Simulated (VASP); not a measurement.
Here is a VASP 6.6.1 calculation.

The input INCAR:

```
PREC     = Accurate       # precision mode
ENCUT    = 520            # plane-wave cutoff, eV
EDIFF    = 1E-6           # SCF threshold, eV
ISMEAR   = -1             # smearing method
SIGMA    = 0.02           # smearing width, eV
LREAL    = F              # projectors in reciprocal space
LASPH    = T              # aspherical terms in the spheres
NELM     = 120            # most SCF steps
ALGO     = Normal         # electronic algorithm
ISIF     = 2              # what is computed and relaxed
LWAVE    = F              # write WAVECAR
LCHARG   = F              # write CHGCAR
NBANDS   = 58             # bands
GGA_COMPAT= F
```

File KPOINTS:

```
Automatic mesh
0
Gamma
  1 1 1
```

The input POSCAR:

```
NaH16BrO8
1.0
    6.7910570000      0.0000000000      0.0000000000
    0.0000000000      6.7910570000      0.0000000000
    0.0000000000      0.0000000000      6.7910570000
O H Na Br
8 16 1 1
Direct
    0.5661710688      0.8458182577      0.6136158186
    0.0956110367      0.4675119057      0.0295093974
    0.9163080210      0.9854430614      0.4528013828
    0.2018684278      0.9988724877      0.2286536544
    0.2831959738      0.1965084375      0.8477325400
    0.4409181074      0.7581146793      0.9680083675
    0.4070353113      0.1711221096      0.4840189090
    0.9223306475      0.0548810001      0.8409589258
    0.6914976564      0.8129220532      0.5450992386
    0.5145001728      0.9665063922      0.5532570261
   -0.0310997242      0.4136322225      0.0848616055
    0.1620808072      0.3586923214     -0.0537766065
    0.9102853945      1.0176030035      0.5952092583
    0.8350246508      1.0857514522      0.3879808401
    0.3137950396      0.8995359633      0.2087745693
    0.0870998432      0.9475255472      0.3290945725
    0.3912203947      0.2219389412      0.9379983116
    0.3407127933      0.2004253535      0.7164716774
    0.5093757864      0.7948836242      0.8394864010
    0.5274289407      0.6623416649      1.0282788084
    0.5006584395      0.2414498951      0.3875832584
    0.3098928488      0.1123978197      0.3862432608
    1.0454778984      0.1332340459      0.8641070160
    0.8050145949      0.1190683571      0.9106240752
    0.1252087856      0.7999343843      0.9566404758
    0.6906141415      0.3097161458      0.1441601801
```

Potentials or basis: VASP PAW LDA potentials, release 64 (O, H, Na_pv, Br).

Command:

```sh
$ cat potpaw_LDA.64/O/POTCAR potpaw_LDA.64/H/POTCAR potpaw_LDA.64/Na_pv/POTCAR potpaw_LDA.64/Br/POTCAR > POTCAR
$ mpirun -np 1 vasp_gam > vasp.out
```

**Question.** What does it give for the pressure?

**Answer.** -0.4 GPa.

**Question.** Predict the largest force.

**Answer.** 1.932 eV/Å.

**Question.** Predict the band gap on the k mesh.

**Answer.** 4.17 eV.

Stress tensor (GPa, compression positive):
```
-0.59  0.63  1.36
 0.63 -0.61 -0.03
 1.36 -0.03  0.11
```

Caveat: the k points lie up to 0.93 Å⁻¹ apart.
